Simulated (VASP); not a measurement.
# Cu12O in VASP: a series of runs, part 2 of 2

VASP 6.6.1. The steps go on from the part before.

## Step 3: Single point, PBE

Contents of INCAR:

```
SYSTEM = Cu12O
PREC = Accurate
ENCUT = 520
EDIFF = 1E-6
ISMEAR = 0
SIGMA = 0.1
LREAL = .False.
LASPH = .True.
NELM = 80
ALGO = Normal
ISIF = 2
LWAVE = .False.
LCHARG = .True.
LDIPOL = .True.
IDIPOL = 3
DIPOL = 0.5 0.5 0.322
GGA = PE
LELF = .True.
LVHAR = .True.
LVACPOTAV = .True.
NBANDS = 81
```

Contents of KPOINTS:

```
Automatic mesh
0
Gamma
  6 6 1
  0 0 0
```

Contents of POSCAR:

```
Cu12O
1.0
    5.1319544695      0.0000000000      0.0000000000
   -2.5659772347      4.4444029416      0.0000000000
    0.0000000000      0.0000000000     19.6215699228
Cu O
12 1
Direct
    0.3333333333      0.1666666667      0.2038572864
    0.3333333333      0.6666666667      0.2038572864
    0.8333333333      0.1666666667      0.2038572864
    0.8333333333      0.6666666667      0.2038572864
    0.1666666667      0.3333333333      0.3088787979
    0.1666666667      0.8333333333      0.3088787979
    0.6666666667      0.3333333333      0.3088787979
    0.6666666667      0.8333333333      0.3088787979
    0.0000000000      0.0000000000      0.4139103015
    0.0000000000      0.5000000000      0.4139103015
    0.5000000000      0.0000000000      0.4139103015
    0.5000000000      0.5000000000      0.4139103015
    0.0833333333      0.3333333333      0.4811104408
```

Potentials or basis: VASP PAW PBE potentials, release 64 (Cu, O).

Command:

```console
$ cat potpaw_PBE.64/Cu/POTCAR potpaw_PBE.64/O/POTCAR > POTCAR
$ mpirun -np 1 vasp_std > vasp.out
```

OUTCAR:

```text
SYSTEM = Cu12O
   PREC = Accurate
   ENCUT = 520
   EDIFF = 1E-6
   ISMEAR = 0
   LREAL = .False.
   LASPH = .True.
   NELM = 80
   ISIF = 2
   GGA = PE

 ion  position               nearest neighbor table
   1  0.333  0.167  0.204-   5 2.54   6 2.54   7 2.54   2 2.57   2 2.57   4 2.57   4 2.57   3 2.57
                             3 2.57
   2  0.333  0.667  0.204-   6 2.54   5 2.54   8 2.54   1 2.57   1 2.57   3 2.57   3 2.57   4 2.57
                             4 2.57
   3  0.833  0.167  0.204-   7 2.54   8 2.54   5 2.54   4 2.57   4 2.57   2 2.57   2 2.57   1 2.57
                             1 2.57
   4  0.833  0.667  0.204-   8 2.54   7 2.54   6 2.54   3 2.57   3 2.57   1 2.57   1 2.57   2 2.57
                             2 2.57
   5  0.167  0.333  0.309-   1 2.54   2 2.54   3 2.54   9 2.54  12 2.54  10 2.54   6 2.57   6 2.57
                             8 2.57   8 2.57   7 2.57   7 2.57
   6  0.167  0.833  0.309-   2 2.54   1 2.54   4 2.54  10 2.54  11 2.54   9 2.54   5 2.57   5 2.57
                             7 2.57   7 2.57   8 2.57   8 2.57
   7  0.667  0.333  0.309-   3 2.54   4 2.54   1 2.54  11 2.54  10 2.54  12 2.54   8 2.57   8 2.57
                             6 2.57   6 2.57   5 2.57   5 2.57
   8  0.667  0.833  0.309-   4 2.54   3 2.54   2 2.54  12 2.54   9 2.54  11 2.54   7 2.57   7 2.57
                             5 2.57   5 2.57   6 2.57   6 2.57
   9  0.000  0.000  0.414-  13 2.03   5 2.54   8 2.54   6 2.54  10 2.57  10 2.57  12 2.57  12 2.57
                            11 2.57  11 2.57
  10  0.000  0.500  0.414-  13 1.74   6 2.54   7 2.54   5 2.54   9 2.57   9 2.57  11 2.57  11 2.57
                            12 2.57  12 2.57
  11  0.500  0.000  0.414-   7 2.54   6 2.54   8 2.54  12 2.57  12 2.57  10 2.57  10 2.57   9 2.57
                             9 2.57
  12  0.500  0.500  0.414-  13 2.28   8 2.54   5 2.54   7 2.54  11 2.57  11 2.57   9 2.57   9 2.57
                            10 2.57  10 2.57
  13  0.083  0.333  0.481-  10 1.74   9 2.03  12 2.28

  LATTYP: Found a hexagonal cell.
 ALAT       =     5.1319544695
 C/A-ratio  =     3.8234107569

  Lattice vectors:

 A1 = (   5.1319544695,   0.0000000000,   0.0000000000)
 A2 = (  -2.5659772347,   4.4444029416,   0.0000000000)
 A3 = (   0.0000000000,   0.0000000000,  19.6215699228)

Analysis of symmetry for initial positions (statically):
=====================================================================
 Subroutine PRICEL returns:
 Original cell was already a primitive cell.

 Routine SETGRP: Setting up the symmetry group for a
 hexagonal supercell.

 Subroutine GETGRP returns: Found  1 space group operations
 (whereof  1 operations were pure point group operations)
 out of a pool of 24 trial point group operations.

The static configuration has the point symmetry C_1 .

Analysis of symmetry for dynamics (positions and initial velocities):
=====================================================================
 Subroutine PRICEL returns:
 Original cell was already a primitive cell.

 Routine SETGRP: Setting up the symmetry group for a
 hexagonal supercell.

 Subroutine GETGRP returns: Found  1 space group operations
 (whereof  1 operations were pure point group operations)
 out of a pool of 24 trial point group operations.

The dynamic configuration has the point symmetry C_1 .

 Subroutine INISYM returns: Found  1 space group operations
 (whereof  1 operations are pure point group operations),
 and found     1 'primitive' translations

[... 106 lines left out ...]
   LNONCOLLINEAR =      F non collinear calculations
   LSORBIT =      F    spin-orbit coupling
   LASPH  =      T    aspherical Exc in radial PAW
   ENCUT  =  520.0 eV  38.22 Ry    6.18 a.u.   9.54  9.54 36.48*2*pi/ulx,y,z
   NELM   =     80;   NELMIN=  2; NELMDL= -5     # of ELM steps
   EDIFF  = 0.1E-05   stopping-criterion for ELM
   LREAL  =      F    real-space projection
   EDIFFG = 0.1E-04   stopping-criterion for IOM
   NSW    =      0    number of steps for IOM
   IBRION =     -1    ionic relax: 0-MD 1-quasi-New 2-CG
   NFREE  =      0    steps in history (QN), initial steepest desc. (CG)
   ISIF   =      2    stress and relaxation
   ISYM   =      2    0-nonsym 1-usesym 2-fastsym
   POTIM  = 0.5000    time-step for ionic-motion
   TEBEG  =    0.0;   TEEND  =   0.0 temperature during run
   PSTRESS=    0.0 pullay stress
   NELECT =     138.0000    total number of electrons
   NUPDOWN=      -1.0000    fix difference up-down
   EMIN   =  10.00;   EMAX   =-10.00  energy-range for DOS
   EFERMI =   0.00;   METHOD = LEGACY
   ISMEAR =     0;   SIGMA  =   0.10  broadening in eV -4-tet -1-fermi 0-gaus
   EFERMI_NEDOS =   21; number of points for ismear=-14 and -15
   IALGO  =     38    algorithm
   IMIX   =      4    mixing-type and parameters
     AMIX     =   0.40;   BMIX     =  1.00
     AMIX_MAG =   1.60;   BMIX_MAG =  1.00
  volume/ion in A,a.u.               =      34.43       232.32
  Fermi-wavevector in a.u.,A,eV,Ry     =   1.106007  2.090050 16.643346  1.223251
  Thomas-Fermi vector in A             =   2.242502
   LORBIT       =      0    0 simple, 1 ext, 2 COOP (PROOUT), +10 PAW based schemes
   GGA     = PE    functional components
   LHFCALC =     F    Hartree Fock is set to
   AEXX    =    0.0000 exact exchange contribution
   IVDW    =     0    specifies the selected vdW correction
   LEPSILON=     F    determine dielectric tensor
   LRPA    =     F    only Hartree local field effects (RPA)
 non-spin polarized calculation
 Gauss-broadening in eV      SIGMA  =   0.10
  energy-cutoff  :      520.00
  volume of cell :      447.54
 maximum number of plane-waves:     12109
 NGX is ok and might be reduce to    40
   NGX = 19   NGY = 19   NGZ = 73

 dipolmoment           0.000000      0.000000     -0.343966 electrons x Angstroem

 number of electron     138.0000026 magnetization

 dipolmoment           0.000000      0.000000      0.169707 electrons x Angstroem

 Free energy of the ion-electron system (eV)
  ---------------------------------------------------
  ext. energy  EPLUGINS =         0.00000000
  ---------------------------------------------------
  free energy    TOTEN  =       -46.88293437 eV

  energy without entropy =      -46.83918023  energy(sigma->0) =      -46.86105730

 E-fermi :  -1.0960     XC(G=0):  -5.1188

 val. band max:       -1.1082656455   @ k =   0.3333   0.3333   0.0000
 cond. band min:      -1.0925347458   @ k =   0.0000   0.5000   0.0000
 fundamental gap:      0.0157308996
 Fermi energy:        -1.0959597791

 k-point     1 :       0.0000    0.0000    0.0000
  band No.  band energies     occupation
      1     -18.8522      2.00000
      2      -9.7012      2.00000
      3      -7.6615      2.00000
      4      -6.3322      2.00000
      5      -6.0898      2.00000
      6      -6.0525      2.00000
[... 1669 lines left out ...]
     80       4.6252      0.00000
     81       5.0750      0.00000

------------------------ aborting loop because EDIFF is reached ----------------------------------------

  FORCE on cell =-STRESS in cart. coord.  units (eV):
  Direction    XX          YY          ZZ          XY          YZ          ZX
  --------------------------------------------------------------------------------------
  -------------------------------------------------------------------------------------
  Total       -1.8606136     -1.7161672      1.5899441     -1.5707760     -1.6205081      2.1580738
  in kB       -6.6609596     -6.1438445      5.6919683     -5.6233468     -5.8013867      7.7258613
  external PRESSURE =      -2.3709453 kB  Pullay stress =       0.0000000 kB

 VOLUME and BASIS-vectors are now :
 -----------------------------------------------------------------------------
  energy-cutoff  :      520.00
  volume of cell :      447.54
      direct lattice vectors                 reciprocal lattice vectors
     5.131954470  0.000000000  0.000000000     0.194857535  0.112501051  0.000000000
    -2.565977235  4.444402942  0.000000000     0.000000000  0.225002101  0.000000000
     0.000000000  0.000000000 19.621569923     0.000000000  0.000000000  0.050964322

 POSITION                                       TOTAL-FORCE (eV/Angst)
 -----------------------------------------------------------------------------------
      1.28299      0.74073      4.00000         0.016125      0.002949     -0.085455
     -0.00000      2.96294      4.00000         0.013420      0.006244     -0.054933
      3.84897      0.74073      4.00000        -0.007254     -0.003617     -0.026309
      2.56598      2.96294      4.00000        -0.008989     -0.003378     -0.178963
      0.00000      1.48147      6.06069         0.040783      0.004013     -0.255598
     -1.28299      3.70367      6.06069        -0.081858     -0.013497      0.135766
      2.56598      1.48147      6.06069        -0.049464      0.063045      0.054512
      1.28299      3.70367      6.06069         0.045875     -0.056458      0.038874
      0.00000      0.00000      8.12157         0.024544      0.135321      0.694293
     -1.28299      2.22220      8.12157        -1.291356      1.204343     -0.900673
      2.56598      0.00000      8.12157        -0.012588      0.028185     -0.077426
      1.28299      2.22220      8.12157        -0.297809     -0.140240      0.497686
     -0.42766      1.48147      9.44014         1.608570     -1.226910      0.158226
 -----------------------------------------------------------------------------------
    total drift:                               -0.000097     -0.000054     -0.006980

  FREE ENERGIE OF THE ION-ELECTRON SYSTEM (eV)
  ---------------------------------------------------
  free  energy   TOTEN  =       -46.8829343736 eV

  energy  without entropy=      -46.8391802272  energy(sigma->0) =      -46.86105730

 vacuum level on the upper side and lower side of the slab         5.020         3.674
```

It took 35 min on 1 thread of Intel Xeon Platinum 8488C (Sapphire Rapids), shared host; peak memory 0.85 GiB.

What came out:

* Free energy: -46.8829 eV
* Largest force: 2.029 eV/Å
* Band gap on the k mesh: zero (bands 69 and 70 overlap by 0.19 eV)

Forces on the atoms (eV/Å):
```
Cu   0.016  0.003 -0.085
Cu   0.013  0.006 -0.055
Cu  -0.007 -0.004 -0.026
Cu  -0.009 -0.003 -0.179
Cu   0.041  0.004 -0.256
Cu  -0.082 -0.013  0.136
Cu  -0.049  0.063  0.055
Cu   0.046 -0.056  0.039
Cu   0.025  0.135  0.694
Cu  -1.291  1.204 -0.901
Cu  -0.013  0.028 -0.077
Cu  -0.298 -0.140  0.498
O    1.609 -1.227  0.158
```

Levels at points of the mesh, in eV from the Fermi level:
```
           k point  band 66  band 67  band 68  band 69  band 70  band 71  band 72  band 73
(0.00, 0.00, 0.00)    -1.11    -0.69    -0.02     0.17     0.25     0.66     1.14     1.29
(0.50, 0.00, 0.00)    -0.98    -0.90    -0.56    -0.01     0.07     0.78     0.95     1.44
(0.00, 0.50, 0.00)    -1.05    -0.94    -0.45     0.00     0.06     0.78     1.03     1.45
(0.50, 0.50, 0.00)    -1.10    -0.94    -0.38     0.02     0.04     0.77     1.09     1.50
```

With open d or f shells a metallic result of PBE can be an artefact of self-interaction; +U or a hybrid may open a gap.
